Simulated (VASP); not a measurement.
# ZrC2 (P-3m1) in VASP: notebook

ZrC2 is run at these levels: PBE; tasks: single point, relaxation of cell and atoms.

All numbers are computed with VASP 6.6.1; they aren't measurements. Logs are shortened: lines on timing, memory, paths and dates and some standing lists are left out, and cuts for length are marked.

## Step 1: The cell of the first run

The structure is trigonal, space group P-3m1 (No. 164). The conventional cell has a = 3.376 Å, b = 3.376 Å, c = 5.232 Å, α = 90.00°, β = 90.00°, γ = 120.00°. Zr (site symmetry -3m) has 6 C at 2.35 Å within 3.1 Å. Within 3.1 Å of C (site symmetry 3m) lie 3 Zr at 2.35 Å.

## Step 2: Single point, PBE (atoms taken out)

Contents of INCAR:

```
SYSTEM = ZrC2
ALGO = Normal
EDIFF = 1E-7
ENCUT = 520
GGA = PE
ISIF = 2
ISMEAR = 0
LASPH = .True.
LCHARG = .True.
LELF = .True.
LREAL = .False.
LVHAR = .True.
LWAVE = .False.
NBANDS = 17
NELM = 60
PREC = Accurate
SIGMA = 0.1
```

Contents of KPOINTS:

```
k-points
0
Gamma
  6 6 4
  0 0 0
```

Contents of POSCAR:

```
ZrC2
1.0
    3.3755395700      0.0000000000      0.0000000000
   -1.6877697800      2.9233030200      0.0000000000
    0.0000000000      0.0000000000      5.2320863300
Zr C
1 2
Direct
    0.0000000000      0.0000000000      0.0000000000
    0.3333333300      0.6666666700      0.2500000000
    0.6666666700      0.3333333300      0.7500000000
```

Potentials or basis: VASP PAW PBE potentials, release 64 (Zr_sv, C).

Run with:

```sh
> cat potpaw_PBE.64/Zr_sv/POTCAR potpaw_PBE.64/C/POTCAR > POTCAR
> mpirun -np 1 vasp_std > vasp.out
```

OUTCAR:

```text
SYSTEM = ZrC2
   EDIFF = 1E-7
   ENCUT = 520
   GGA = PE
   ISIF = 2
   ISMEAR = 0
   LASPH = .True.
   LREAL = .False.
   NELM = 60
   PREC = Accurate

 ion  position               nearest neighbor table
   1  0.000  0.000  0.000-   2 2.35   3 2.35   2 2.35   3 2.35   3 2.35   2 2.35
   2  0.333  0.667  0.250-   1 2.35   1 2.35   1 2.35
   3  0.667  0.333  0.750-   1 2.35   1 2.35   1 2.35

  LATTYP: Found a hexagonal cell.
 ALAT       =     3.3755395700
 C/A-ratio  =     1.5499999990

  Lattice vectors:

 A1 = (   3.3755395700,   0.0000000000,   0.0000000000)
 A2 = (  -1.6877697800,   2.9233030200,   0.0000000000)
 A3 = (   0.0000000000,   0.0000000000,   5.2320863300)

Analysis of symmetry for initial positions (statically):
=====================================================================
 Subroutine PRICEL returns:
 Original cell was already a primitive cell.

 Routine SETGRP: Setting up the symmetry group for a
 hexagonal supercell.

 Subroutine GETGRP returns: Found 12 space group operations
 (whereof 12 operations were pure point group operations)
 out of a pool of 24 trial point group operations.

The static configuration has the point symmetry D_3d.

Analysis of symmetry for dynamics (positions and initial velocities):
=====================================================================
 Subroutine PRICEL returns:
 Original cell was already a primitive cell.

 Routine SETGRP: Setting up the symmetry group for a
 hexagonal supercell.

 Subroutine GETGRP returns: Found 12 space group operations
 (whereof 12 operations were pure point group operations)
 out of a pool of 24 trial point group operations.

The dynamic configuration has the point symmetry D_3d.

 Subroutine INISYM returns: Found 12 space group operations
 (whereof 12 operations are pure point group operations),
 and found     1 'primitive' translations

----------------------------------------------------------------------------------------

                                     Primitive cell

  volume of cell :      51.6288

  direct lattice vectors                    reciprocal lattice vectors
     3.375539570  0.000000000  0.000000000     0.296248934  0.171039401  0.000000000
    -1.687769780  2.923303020  0.000000000     0.000000000  0.342078804  0.000000000
     0.000000000  0.000000000  5.232086330     0.000000000  0.000000000  0.191128345

  length of vectors
     3.375539570  3.375539568  5.232086330     0.342078804  0.342078804  0.191128345

[... 82 lines left out ...]
   LREAL  =      F    real-space projection
   EDIFFG = 0.1E-05   stopping-criterion for IOM
   NSW    =      0    number of steps for IOM
   IBRION =     -1    ionic relax: 0-MD 1-quasi-New 2-CG
   NFREE  =      0    steps in history (QN), initial steepest desc. (CG)
   ISIF   =      2    stress and relaxation
   ISYM   =      2    0-nonsym 1-usesym 2-fastsym
   POTIM  = 0.5000    time-step for ionic-motion
   TEBEG  =    0.0;   TEEND  =   0.0 temperature during run
   PSTRESS=    0.0 pullay stress
   NELECT =      20.0000    total number of electrons
   NUPDOWN=      -1.0000    fix difference up-down
   EMIN   =  10.00;   EMAX   =-10.00  energy-range for DOS
   EFERMI =   0.00;   METHOD = LEGACY
   ISMEAR =     0;   SIGMA  =   0.10  broadening in eV -4-tet -1-fermi 0-gaus
   EFERMI_NEDOS =   21; number of points for ismear=-14 and -15
   IALGO  =     38    algorithm
   IMIX   =      4    mixing-type and parameters
     AMIX     =   0.40;   BMIX     =  1.00
     AMIX_MAG =   1.60;   BMIX_MAG =  1.00
  volume/ion in A,a.u.               =      17.21       116.14
  Fermi-wavevector in a.u.,A,eV,Ry     =   1.193404  2.255207 19.377598  1.424213
  Thomas-Fermi vector in A             =   2.329419
   LORBIT       =      0    0 simple, 1 ext, 2 COOP (PROOUT), +10 PAW based schemes
   GGA     = PE    functional components
   LHFCALC =     F    Hartree Fock is set to
   AEXX    =    0.0000 exact exchange contribution
   IVDW    =     0    specifies the selected vdW correction
   LEPSILON=     F    determine dielectric tensor
   LRPA    =     F    only Hartree local field effects (RPA)
 non-spin polarized calculation
 Gauss-broadening in eV      SIGMA  =   0.10
  energy-cutoff  :      520.00
  volume of cell :       51.63
 maximum number of plane-waves:      1411
 NGX is ok and might be reduce to    28
   NGX = 13   NGY = 13   NGZ = 19

 number of electron      20.0000000 magnetization

 Free energy of the ion-electron system (eV)
  ---------------------------------------------------
  ext. energy  EPLUGINS =         0.00000000
  ---------------------------------------------------
  free energy    TOTEN  =       -20.84440884 eV

  energy without entropy =      -20.82276504  energy(sigma->0) =      -20.83358694

 E-fermi :   3.3808     XC(G=0):  -9.8183

 val. band max:        3.3645440312   @ k =   0.1667   0.1667   0.5000
 cond. band min:       3.4495125227   @ k =   0.0000   0.1667   0.2500
 fundamental gap:      0.0849684915
 Fermi energy:         3.3807625034

 k-point     1 :       0.0000    0.0000    0.0000
  band No.  band energies     occupation
      1     -44.4021      2.00000
      2     -22.5372      2.00000
      3     -22.2234      2.00000
      4     -22.2234      2.00000
      5      -6.8159      2.00000
      6      -4.2898      2.00000
[... 457 lines left out ...]
      4     -22.4113      2.00000
      5      -4.8917      2.00000
      6      -4.8917      2.00000
[... 9 lines left out ...]
     16      11.8486      0.00000
     17      11.8486      0.00000

------------------------ aborting loop because EDIFF is reached ----------------------------------------

  FORCE on cell =-STRESS in cart. coord.  units (eV):
  Direction    XX          YY          ZZ          XY          YZ          ZX
  --------------------------------------------------------------------------------------
  -------------------------------------------------------------------------------------
  Total       -1.9255126     -1.9255126     -5.5030377     -0.0000000      0.0000000     -0.0000000
  in kB      -59.7537283    -59.7537283   -170.7737545     -0.0000001      0.0000000     -0.0000000
  external PRESSURE =     -96.7604037 kB  Pullay stress =       0.0000000 kB

 VOLUME and BASIS-vectors are now :
 -----------------------------------------------------------------------------
  energy-cutoff  :      520.00
  volume of cell :       51.63
      direct lattice vectors                 reciprocal lattice vectors
     3.375539570  0.000000000  0.000000000     0.296248934  0.171039401  0.000000000
    -1.687769780  2.923303020  0.000000000     0.000000000  0.342078804  0.000000000
     0.000000000  0.000000000  5.232086330     0.000000000  0.000000000  0.191128345

 POSITION                                       TOTAL-FORCE (eV/Angst)
 -----------------------------------------------------------------------------------
      0.00000      0.00000      0.00000         0.000000      0.000000     -0.000000
     -0.00000      1.94887      1.30802         0.000000     -0.000000     -1.653905
      1.68777      0.97443      3.92406        -0.000000      0.000000      1.653905
 -----------------------------------------------------------------------------------
    total drift:                                0.000000      0.000000      0.000000

  FREE ENERGIE OF THE ION-ELECTRON SYSTEM (eV)
  ---------------------------------------------------
  free  energy   TOTEN  =       -20.8444088353 eV

  energy  without entropy=      -20.8227650433  energy(sigma->0) =      -20.83358694
```

OSZICAR:

```text
N       E                     dE             d eps       ncg     rms          rms(c)
DAV:   1     0.124669925552E+03    0.12467E+03   -0.10252E+04   816   0.110E+03
DAV:   2    -0.153762938255E+02   -0.14005E+03   -0.13629E+03  1093   0.273E+02
DAV:   3    -0.222359405699E+02   -0.68596E+01   -0.67466E+01  1317   0.518E+01
DAV:   4    -0.223988284076E+02   -0.16289E+00   -0.16252E+00  1133   0.681E+00
DAV:   5    -0.224013352430E+02   -0.25068E-02   -0.25064E-02  1267   0.785E-01    0.177E+01
DAV:   6    -0.208993039643E+02    0.15020E+01   -0.58179E+00   994   0.138E+01    0.676E+00
DAV:   7    -0.208429599343E+02    0.56344E-01   -0.54422E-01  1035   0.418E+00    0.383E+00
DAV:   8    -0.208431738923E+02   -0.21396E-03   -0.78876E-02  1097   0.198E+00    0.569E-01
DAV:   9    -0.208440938720E+02   -0.91998E-03   -0.91440E-03  1038   0.708E-01    0.264E-01
DAV:  10    -0.208444458664E+02   -0.35199E-03   -0.12258E-03  1125   0.317E-01    0.893E-02
DAV:  11    -0.208444066561E+02    0.39210E-04   -0.94917E-05   929   0.738E-02    0.188E-02
DAV:  12    -0.208444088451E+02   -0.21890E-05   -0.11241E-05   979   0.217E-02    0.542E-03
DAV:  13    -0.208444089452E+02   -0.10013E-06   -0.11393E-06  1216   0.658E-03    0.236E-03
DAV:  14    -0.208444088268E+02    0.11839E-06   -0.23965E-07   906   0.325E-03    0.584E-04
DAV:  15    -0.208444088353E+02   -0.85090E-08   -0.27322E-08   480   0.114E-03
   1 F= -.20844409E+02 E0= -.20833587E+02  d E =-.216438E-01
```

stdout:

```text
POSCAR found type information on POSCAR ZrC
 POSCAR found :  2 types and       3 ions
 scaLAPACK will be used
 LDA part: xc-table for (Slater+PW92), standard interpolation
 POSCAR, INCAR and KPOINTS ok, starting setup
 FFT: planning ... GRIDC
 FFT: planning ... GRID_SOFT
 FFT: planning ... GRID
 WAVECAR not read
 entering main loop
```

Run time: 12 s. Hardware: 1 thread of AMD EPYC 9R45 (Zen 5), shared host; peak memory 0.15 GiB.

What came out:

```
Free energy            : -20.8444 eV
Pressure               : -9.7 GPa
Largest force          : 1.654 eV/Å
Band gap on the k mesh : zero (bands 10 and 11 overlap by 1.99 eV)
```

Forces in eV/Å, atoms in the order of the input:
```
Zr   0.000  0.000  0.000
C    0.000  0.000 -1.654
C    0.000  0.000  1.654
```

Caveat: the cell differs from its parent crystal (atoms taken out); the stress differs along the axes, from -17 to -6 GPa; forces of over 1 eV/Å act on the atoms, so gaps and moduli don't describe the material at rest.

[end of part 1 of 2]

The gap in the log of VASP goes by the Fermi energy; the results here count the filled bands.